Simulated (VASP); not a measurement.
A run of VASP 6.6.1 is set up as follows.

Contents of POSCAR:

```
BiB
1.0
    0.0000000000      2.7344985009      2.7344985009
    2.7344985009      0.0000000000      2.7344985009
    2.7344985009      2.7344985009      0.0000000000
B Bi
1 1
Direct
    0.0000000000      0.0000000000      0.0000000000
    0.2500000000      0.2500000000      0.2500000000
```

File INCAR.step1:

```
PREC = Accurate ; ENCUT = 520
ISMEAR = -1 ; SIGMA = 0.03
LREAL = False ; LASPH = True
NELM = 60 ; NBANDS = 16
GGA = PE ; ALGO = Normal
EDIFF = 1E-4 ; LWAVE = True
LCHARG = False
```

File INCAR.step2:

```
PREC = Accurate ; ENCUT = 520
EDIFF = 1E-6 ; ISMEAR = -1
SIGMA = 0.03 ; LREAL = False
LASPH = True ; NELM = 60
ALGO = Normal ; ISIF = 2
LWAVE = False ; LCHARG = True
METAGGA = R2SCAN ; LMIXTAU = True
LUSE_VDW = True ; IVDW_NL = 2
BPARAM = 11.95 ; CPARAM = 0.0093
LELF = True ; LVHAR = True
NBANDS = 16 ; ISTART = 1
```

File KPOINTS:

```
regular mesh
0
Gamma
  10 10 10
```

Potentials or basis: VASP PAW PBE potentials, release 64 (B, Bi_d).

Launch:

```bash
$ cat potpaw_PBE.64/B/POTCAR potpaw_PBE.64/Bi_d/POTCAR > POTCAR
$ cp INCAR.step1 INCAR
$ mpirun -np 1 vasp_std > vasp.out
$ cp INCAR.step2 INCAR
$ mpirun -np 1 vasp_std > vasp.out
```

**Question.** Predict the band gap on the k mesh.

**Answer.** 0.48 eV.

**Question.** Predict the pressure.

**Answer.** 0.1 GPa.

Caveat: the structure was generated, so it needn't be the stable form of BiB; the PAW data sets were made with another functional, which shifts forces and pressure a little; spin-orbit coupling is left out, which moves the levels of the heavy elements. A k mesh can miss the band edges.
